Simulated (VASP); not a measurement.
Input of a VASP 6.6.1 run:

The input INCAR:

```
SYSTEM = YAl3N4
  ALGO = Normal
  EDIFF = 1E-6
  ENCUT = 600
  GGA = PE
  GGA_COMPAT = .FALSE.
  ISIF = 2
  ISMEAR = 0
  LASPH = .TRUE.
  LCHARG = .TRUE.
  LELF = .TRUE.
  LREAL = .FALSE.
  LVHAR = .TRUE.
  LWAVE = .FALSE.
  NBANDS = 54
  NELM = 120
  PREC = Accurate
  SIGMA = 0.01
```

Contents of KPOINTS:

```
k-points
0
G
  6 6 4
  0 0 0
```

File POSCAR:

```
YAl3N4
1.0
    4.9231660106     -2.8248863062     -0.0080579072
   -3.3082283317     -0.0599135560     -5.0393899563
    3.4184578894      5.8859030984     -0.0040535219
Y Al N
2 6 8
Direct
    0.3533539413      0.0527683018      0.0061203371
    0.9506549160      0.5415923801      0.1400058255
    0.8342872986      0.0154700139      0.2602479576
    0.3479232072      0.0294186934      0.5127179250
    0.8523519744      0.0286030679      0.7482460689
    0.4231301395      0.5207870730      0.3935932938
    0.9313000071      0.5238262164      0.6309007366
    0.4327505566      0.5394021080      0.8720634412
    0.5930224373      0.5731989492      0.1468401409
    0.1433526360      0.5972515049      0.4214252052
    0.6367104236      0.5914974748      0.6429709486
    0.1299135172      0.5877864821      0.8801261443
    0.7327354349      0.0713747826      0.0177416276
    0.1939011671      0.0756626879      0.2872328264
    0.7062070841      0.0879916971      0.5206261249
    0.2104052591      0.1073685671      0.7551413963
```

Potentials or basis: VASP PAW PBE potentials, release 64 (Y_sv, Al, N).

Launch:

```sh
$ cat potpaw_PBE.64/Y_sv/POTCAR potpaw_PBE.64/Al/POTCAR potpaw_PBE.64/N/POTCAR > POTCAR
$ mpirun -np 1 vasp_std > vasp.out
```

Question: Predict the pressure.

Answer: 3.0 GPa.

Question: Predict the largest force.

Answer: 2.612 eV/Å.

Question: What does it give for the band gap on the k mesh?

Answer: 2.33 eV.

Stress tensor (GPa, compression positive):
```
 8.83 -1.80 -0.01
-1.80  7.41  0.78
-0.01  0.78 -7.09
```

Caveat: the cell differs from its parent crystal (atoms displaced along a vibrational mode); the cell stands under pressure; forces of over 1 eV/Å act on the atoms, so gaps and moduli don't describe the material at rest. A k mesh can miss the band edges.
